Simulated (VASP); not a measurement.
# Ta2Ag (P6/mmm) in VASP: notebook

Ta2Ag is run at these levels: PBE; tasks: single point, relaxation of cell and atoms.

Program: VASP 6.6.1. These are calculated values, not measurements. Logs are shortened: lines on timing, memory, paths and dates and some standing lists are left out, and cuts for length are marked.

**1. The cell of the first run**

The structure is hexagonal, space group P6/mmm (No. 191). Conventional cell: a = 4.800 Å, b = 4.800 Å, c = 2.764 Å, α = 90.00°, β = 90.00°, γ = 120.00°. Within 3.6 Å of Ta (site symmetry -6m2) lie 5 Ta at 2.76 to 2.77 Å and 6 Ag at 3.10 Å. Within 3.6 Å of Ag (site symmetry 6/mmm) lie 2 Ag at 2.76 Å and 12 Ta at 3.10 Å.

**2. Single point, PBE**

INCAR reads:

```
PREC     = Accurate       # precision mode
ENCUT    = 520            # plane-wave cutoff, eV
EDIFF    = 1E-7           # SCF threshold, eV
ISMEAR   = 0              # smearing method
SIGMA    = 0.1            # smearing width, eV
LREAL    = False          # projectors in reciprocal space
LASPH    = True           # aspherical terms in the spheres
NELM     = 100            # most SCF steps
ALGO     = Fast           # electronic algorithm
ISIF     = 2              # what is computed and relaxed
LWAVE    = False          # write WAVECAR
LCHARG   = True           # write CHGCAR
GGA      = PE             # functional
LELF     = True           # ELF
LVHAR    = True         
NBANDS   = 24             # bands
```

KPOINTS reads:

```
Automatic mesh
0
Gamma
  12 12 16
```

POSCAR reads:

```
Ta2Ag
1.0
    4.8002261399      0.0000000000      0.0000000000
   -2.4001130700      4.1571177811      0.0000000000
    0.0000000000      0.0000000000      2.7635560506
Ta Ag
2 1
Direct
    0.3333333333      0.6666666667      0.5000000000
    0.6666666667      0.3333333333      0.5000000000
    0.0000000000      0.0000000000      0.0000000000
```

Potentials or basis: VASP PAW PBE potentials, release 64 (Ta_pv, Ag).

Launch:

```console
> cat potpaw_PBE.64/Ta_pv/POTCAR potpaw_PBE.64/Ag/POTCAR > POTCAR
> mpirun -np 1 vasp_std > vasp.out
```

OUTCAR:

```text
PREC = Accurate
   ENCUT = 520
   EDIFF = 1E-7
   ISMEAR = 0
   LREAL = False
   LASPH = True
   NELM = 100
   ISIF = 2
   GGA = PE

 ion  position               nearest neighbor table
   1  0.333  0.667  0.500-   2 2.77   2 2.77   2 2.77   3 3.10   3 3.10   3 3.10   3 3.10   3 3.10
                             3 3.10
   2  0.667  0.333  0.500-   1 2.77   1 2.77   1 2.77   3 3.10   3 3.10   3 3.10   3 3.10   3 3.10
                             3 3.10
   3  0.000  0.000  0.000-   1 3.10   2 3.10   1 3.10   2 3.10   2 3.10   2 3.10   1 3.10   1 3.10
                             2 3.10   2 3.10   1 3.10   1 3.10

  LATTYP: Found a hexagonal cell.
 ALAT       =     4.8002261399
 C/A-ratio  =     0.5757137206

  Lattice vectors:

 A1 = (   4.8002261399,   0.0000000000,   0.0000000000)
 A2 = (  -2.4001130700,   4.1571177811,   0.0000000000)
 A3 = (   0.0000000000,   0.0000000000,   2.7635560506)

Analysis of symmetry for initial positions (statically):
=====================================================================
 Subroutine PRICEL returns:
 Original cell was already a primitive cell.

 Routine SETGRP: Setting up the symmetry group for a
 hexagonal supercell.

 Subroutine GETGRP returns: Found 24 space group operations
 (whereof 24 operations were pure point group operations)
 out of a pool of 24 trial point group operations.

The static configuration has the point symmetry D_6h.

Analysis of symmetry for dynamics (positions and initial velocities):
=====================================================================
 Subroutine PRICEL returns:
 Original cell was already a primitive cell.

 Routine SETGRP: Setting up the symmetry group for a
 hexagonal supercell.

 Subroutine GETGRP returns: Found 24 space group operations
 (whereof 24 operations were pure point group operations)
 out of a pool of 24 trial point group operations.

The dynamic configuration has the point symmetry D_6h.

 Subroutine INISYM returns: Found 24 space group operations
 (whereof 24 operations are pure point group operations),
 and found     1 'primitive' translations

----------------------------------------------------------------------------------------

                                     Primitive cell

  volume of cell :      55.1471

  direct lattice vectors                    reciprocal lattice vectors
     4.800226140  0.000000000  0.000000000     0.208323519  0.120275640  0.000000000
    -2.400113070  4.157117781  0.000000000     0.000000000  0.240551279  0.000000000
     0.000000000  0.000000000  2.763556051     0.000000000  0.000000000  0.361852621

  length of vectors
     4.800226140  4.800226140  2.763556051     0.240551279  0.240551279  0.361852621

  position of ions in fractional coordinates (direct lattice)
     0.333333333  0.666666667  0.500000000
     0.666666667  0.333333333  0.500000000
     0.000000000  0.000000000  0.000000000

  ion indices of the primitive-cell ions
   primitive index   ion index
                 1           1
                 2           2
                 3           3

----------------------------------------------------------------------------------------

 KPOINTS: Automatic mesh

Automatic generation of k-mesh.
 Grid dimensions read from file:
 generate k-points for:   12   12   16

 Generating k-lattice:

  Cartesian coordinates                     Fractional coordinates (reciprocal lattice)
     0.017360293  0.010022970  0.000000000     0.083333333  0.000000000  0.000000000
     0.000000000  0.020045940  0.000000000     0.000000000  0.083333333  0.000000000
     0.000000000  0.000000000  0.022615789     0.000000000  0.000000000  0.062500000

  Length of vectors
     0.020045940  0.020045940  0.022615789

  Shift w.r.t. Gamma in fractional coordinates (k-lattice)
     0.000000000  0.000000000  0.000000000

 Subroutine IBZKPT returns following result:
 ===========================================

 Found    171 irreducible k-points:

 Following reciprocal coordinates:
            Coordinates               Weight
  0.000000  0.000000  0.000000      1.000000
  0.083333  0.000000  0.000000      6.000000
  0.166667  0.000000  0.000000      6.000000
  0.250000  0.000000  0.000000      6.000000
  0.333333 -0.000000  0.000000      6.000000
  0.416667  0.000000  0.000000      6.000000
[... 16 lines left out ...]
  0.250000  0.000000  0.062500     12.000000
  0.333333 -0.000000  0.062500     12.000000
 [... further k-points ...]
   k-points           NKPTS =    171   k-points in BZ     NKDIM =    171   number of bands    NBANDS=     24
   number of dos      NEDOS =    301   number of ions     NIONS =      3
   total plane-waves  NPLWV =  31104
   dimension x,y,z NGX =    36 NGY =   36 NGZ =   24
   dimension x,y,z NGXF=    72 NGYF=   72 NGZF=   48
   ions per type =               2   1
   NGX,Y,Z   is equivalent  to a cutoff of  12.47, 12.47, 14.44 a.u.
   NGXF,Y,Z  is equivalent  to a cutoff of  24.94, 24.94, 28.88 a.u.
 SYSTEM =  unknown system
   PREC   = accura    normal or accurate (medium, high low for compatibility)
   ISTART =      0    job   : 0-new  1-cont  2-samecut
   ICHARG =      2    charge: 1-file 2-atom 10-const
   ISPIN  =      1    spin polarized calculation?
   LNONCOLLINEAR =      F non collinear calculations
   LSORBIT =      F    spin-orbit coupling
   LASPH  =      T    aspherical Exc in radial PAW
   ENCUT  =  520.0 eV  38.22 Ry    6.18 a.u.   8.93  8.93  5.14*2*pi/ulx,y,z
   NELM   =    100;   NELMIN=  2; NELMDL= -5     # of ELM steps
   EDIFF  = 0.1E-06   stopping-criterion for ELM
   LREAL  =      F    real-space projection
   EDIFFG = 0.1E-05   stopping-criterion for IOM
   NSW    =      0    number of steps for IOM
   IBRION =     -1    ionic relax: 0-MD 1-quasi-New 2-CG
   NFREE  =      0    steps in history (QN), initial steepest desc. (CG)
   ISIF   =      2    stress and relaxation
   ISYM   =      2    0-nonsym 1-usesym 2-fastsym
   POTIM  = 0.5000    time-step for ionic-motion
   TEBEG  =    0.0;   TEEND  =   0.0 temperature during run
   PSTRESS=    0.0 pullay stress
   NELECT =      33.0000    total number of electrons
   NUPDOWN=      -1.0000    fix difference up-down
   EMIN   =  10.00;   EMAX   =-10.00  energy-range for DOS
   EFERMI =   0.00;   METHOD = LEGACY
   ISMEAR =     0;   SIGMA  =   0.10  broadening in eV -4-tet -1-fermi 0-gaus
   EFERMI_NEDOS =   21; number of points for ismear=-14 and -15
   IALGO  =     68    algorithm
   IMIX   =      4    mixing-type and parameters
     AMIX     =   0.40;   BMIX     =  1.00
     AMIX_MAG =   1.60;   BMIX_MAG =  1.00
  volume/ion in A,a.u.               =      18.38       124.05
  Fermi-wavevector in a.u.,A,eV,Ry     =   1.379554  2.606979 25.894190  1.903169
  Thomas-Fermi vector in A             =   2.504513
   LORBIT       =      0    0 simple, 1 ext, 2 COOP (PROOUT), +10 PAW based schemes
   GGA     = PE    functional components
   LHFCALC =     F    Hartree Fock is set to
   AEXX    =    0.0000 exact exchange contribution
   IVDW    =     0    specifies the selected vdW correction
   LEPSILON=     F    determine dielectric tensor
   LRPA    =     F    only Hartree local field effects (RPA)
 non-spin polarized calculation
 RMM-DIIS sequential band-by-band and
 Gauss-broadening in eV      SIGMA  =   0.10
  energy-cutoff  :      520.00
  volume of cell :       55.15
 maximum number of plane-waves:      1510
 NGX is ok and might be reduce to    36
   NGX = 17   NGY = 17   NGZ = 11

 number of electron      33.0000002 magnetization

 Free energy of the ion-electron system (eV)
  ---------------------------------------------------
  ext. energy  EPLUGINS =         0.00000000
  ---------------------------------------------------
  free energy    TOTEN  =       -24.59255157 eV

  energy without entropy =      -24.57008637  energy(sigma->0) =      -24.58131897

 E-fermi :   6.2400     XC(G=0): -12.2909

 val. band max:        6.2267122450   @ k =   0.2500   0.0000   0.0625
 cond. band min:       6.2406749863   @ k =   0.0833   0.0833   0.0000
 fundamental gap:      0.0139627413
 Fermi energy:         6.2399897887

 k-point     1 :       0.0000    0.0000    0.0000
  band No.  band energies     occupation
      1     -28.1055      2.00000
      2     -28.1055      2.00000
      3     -27.4049      2.00000
      4     -27.4049      2.00000
      5     -27.3213      2.00000
      6     -27.1795      2.00000
[... 16 lines left out ...]
     23      11.5952      0.00000
     24      13.2108      0.00000

 k-point     2 :       0.0833    0.0000    0.0000
  band No.  band energies     occupation
      1     -28.1096      2.00000
      2     -28.0969      2.00000
      3     -27.4142      2.00000
      4     -27.4002      2.00000
      5     -27.3191      2.00000
      6     -27.1816      2.00000
[... 16 lines left out ...]
     23      11.6107      0.00000
     24      12.9076      0.00000

 k-point     3 :       0.1667    0.0000    0.0000
  band No.  band energies     occupation
      1     -28.1207      2.00000
      2     -28.0724      2.00000
      3     -27.4410      2.00000
      4     -27.3879      2.00000
      5     -27.3130      2.00000
      6     -27.1879      2.00000
[... 16 lines left out ...]
     23      12.0458      0.00000
     24      12.2394      0.00000

 k-point     4 :       0.2500    0.0000    0.0000
  band No.  band energies     occupation
      1     -28.1353      2.00000
      2     -28.0354      2.00000
      3     -27.4810      2.00000
      4     -27.3716      2.00000
      5     -27.3034      2.00000
      6     -27.1977      2.00000
[... 16 lines left out ...]
     23      11.5625      0.00000
     24      11.7100      0.00000

 k-point     5 :       0.3333   -0.0000    0.0000
  band No.  band energies     occupation
      1     -28.1492      2.00000
      2     -27.9927      2.00000
      3     -27.5267      2.00000
      4     -27.3559      2.00000
      5     -27.2916      2.00000
      6     -27.2097      2.00000
[... 16 lines left out ...]
     23      11.0407      0.00000
     24      11.7667      0.00000

 k-point     6 :       0.4167    0.0000    0.0000
  band No.  band energies     occupation
      1     -28.1591      2.00000
      2     -27.9556      2.00000
      3     -27.5659      2.00000
      4     -27.3448      2.00000
      5     -27.2800      2.00000
      6     -27.2214      2.00000
[... 16 lines left out ...]
     23      10.9913      0.00000
     24      11.8079      0.00000
[... 379 lines left out ...]
 k-point    21 :       0.0833    0.0000    0.0625
  band No.  band energies     occupation
      1     -28.1044      2.00000
      2     -28.0918      2.00000
      3     -27.4102      2.00000
      4     -27.3962      2.00000
      5     -27.3638      2.00000
      6     -27.2232      2.00000
[... 16 lines left out ...]
     23      11.3753      0.00000
     24      13.1668      0.00000

 k-point    22 :       0.1667    0.0000    0.0625
  band No.  band energies     occupation
      1     -28.1155      2.00000
      2     -28.0673      2.00000
      3     -27.4370      2.00000
      4     -27.3839      2.00000
      5     -27.3574      2.00000
      6     -27.2296      2.00000
[... 16 lines left out ...]
     23      12.1259      0.00000
     24      12.5158      0.00000

 k-point    23 :       0.2500    0.0000    0.0625
  band No.  band energies     occupation
      1     -28.1301      2.00000
      2     -28.0304      2.00000
      3     -27.4769      2.00000
      4     -27.3676      2.00000
      5     -27.3476      2.00000
      6     -27.2396      2.00000
[... 16 lines left out ...]
     23      11.7317      0.00000
     24      11.7390      0.00000

 k-point    24 :       0.3333   -0.0000    0.0625
  band No.  band energies     occupation
      1     -28.1440      2.00000
      2     -27.9877      2.00000
      3     -27.5225      2.00000
      4     -27.3520      2.00000
      5     -27.3355      2.00000
      6     -27.2519      2.00000
[... 16 lines left out ...]
     23      11.2092      0.00000
     24      11.5705      0.00000

 [... further k-points ...]

------------------------ aborting loop because EDIFF is reached ----------------------------------------

  FORCE on cell =-STRESS in cart. coord.  units (eV):
  Direction    XX          YY          ZZ          XY          YZ          ZX
  --------------------------------------------------------------------------------------
  -------------------------------------------------------------------------------------
  Total        0.0079001      0.0079001      0.0254542     -0.0000000      0.0000000     -0.0000000
  in kB        0.2295210      0.2295210      0.7395148     -0.0000000      0.0000000     -0.0000000
  external PRESSURE =       0.3995189 kB  Pullay stress =       0.0000000 kB

 VOLUME and BASIS-vectors are now :
 -----------------------------------------------------------------------------
  energy-cutoff  :      520.00
  volume of cell :       55.15
      direct lattice vectors                 reciprocal lattice vectors
     4.800226140  0.000000000  0.000000000     0.208323519  0.120275640  0.000000000
    -2.400113070  4.157117781  0.000000000     0.000000000  0.240551279  0.000000000
     0.000000000  0.000000000  2.763556051     0.000000000  0.000000000  0.361852621

 POSITION                                       TOTAL-FORCE (eV/Angst)
 -----------------------------------------------------------------------------------
     -0.00000      2.77141      1.38178         0.000000     -0.000000     -0.000000
      2.40011      1.38571      1.38178        -0.000000     -0.000000      0.000000
      0.00000      0.00000      0.00000        -0.000000      0.000000      0.000000
 -----------------------------------------------------------------------------------
    total drift:                                0.000000      0.000000     -0.000000

  FREE ENERGIE OF THE ION-ELECTRON SYSTEM (eV)
  ---------------------------------------------------
  free  energy   TOTEN  =       -24.5925515733 eV

  energy  without entropy=      -24.5700863721  energy(sigma->0) =      -24.58131897
```

Wall time 2.4 min (1 thread of Intel Xeon 6975P-C (Granite Rapids), shared host); peak memory 0.33 GiB.

What came out:

```yaml
Free_energy: -24.5926 eV
Pressure: 0.0 GPa
Band_gap_on_the_k_mesh: zero (an odd number of electrons rules out a gap without spin polarisation)
```

Levels at points of the mesh, in eV from the Fermi level:
| k point | band 13 | band 14 | band 15 | band 16 | band 17 | band 18 | band 19 | band 20 | band 21 | band 22 |
| --- | --- | --- | --- | --- | --- | --- | --- | --- | --- | --- |
| (0.00, 0.00, 0.00) | -2.19 | -1.90 | -1.63 | -1.63 | 0.10 | 0.10 | 3.13 | 3.13 | 4.82 | 5.36 |
| (0.50, 0.00, 0.00) | -3.73 | -1.94 | -1.61 | -1.44 | -0.76 | 0.54 | 3.07 | 3.31 | 3.78 | 4.35 |
| (0.00, 0.00, 0.50) | -1.14 | -1.14 | 0.16 | 0.16 | 0.22 | 1.45 | 1.45 | 2.27 | 2.27 | 6.34 |
| (0.50, 0.00, 0.50) | -1.62 | -1.36 | -1.29 | 0.03 | 0.26 | 0.29 | 2.13 | 4.04 | 4.30 | 5.96 |

Caveat: spin-orbit coupling is left out, which moves the levels of the heavy elements.

[end of part 1 of 2]
